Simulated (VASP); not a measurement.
Input of a VASP 6.6.1 run:

INCAR

```
PREC = Accurate ; ENCUT = 520
EDIFF = 1E-6 ; ISMEAR = -1
SIGMA = 0.02 ; LREAL = F
LASPH = T ; NELM = 60
ALGO = Normal ; ISIF = 2
LWAVE = F ; LCHARG = F
LDIPOL = T ; IDIPOL = 3
DIPOL = 0.5 0.5 0.500 ; GGA = PE
NBANDS = 36
```

KPOINTS

```
regular mesh
0
Gamma
  6 4 1
```

The input POSCAR:

```
InAs
1.0
    4.3748353786      0.0000000000      0.0000000000
    0.0000000000      6.1869515256      0.0000000000
    0.0000000000      0.0000000000     20.3748000000
In As
3 3
Direct
    0.2500000000      0.1250000000      0.3926410228
    0.7500000000      0.6250000000      0.5000000000
    0.2500000000      0.1250000000      0.6073589772
    0.7500000000      0.8750000000      0.3926410228
    0.2500000000      0.3750000000      0.5000000000
    0.7500000000      0.8750000000      0.6073589772
```

Potentials or basis: VASP PAW PBE potentials, release 64 (In_d, As).

The run is started by

```sh
$ cat potpaw_PBE.64/In_d/POTCAR potpaw_PBE.64/As/POTCAR > POTCAR
$ mpirun -np 1 vasp_std > vasp.out
```

(1) Predict the band gap on the k mesh.

(2) Estimate the largest force.

## Answers

(1) 0.03 eV (least direct gap 0.05 eV).

(2) 1.153 eV/Å.

Caveat: semilocal functionals underestimate gaps, and a narrow one can read as zero; spin-orbit coupling is left out, which moves the levels of the heavy elements.
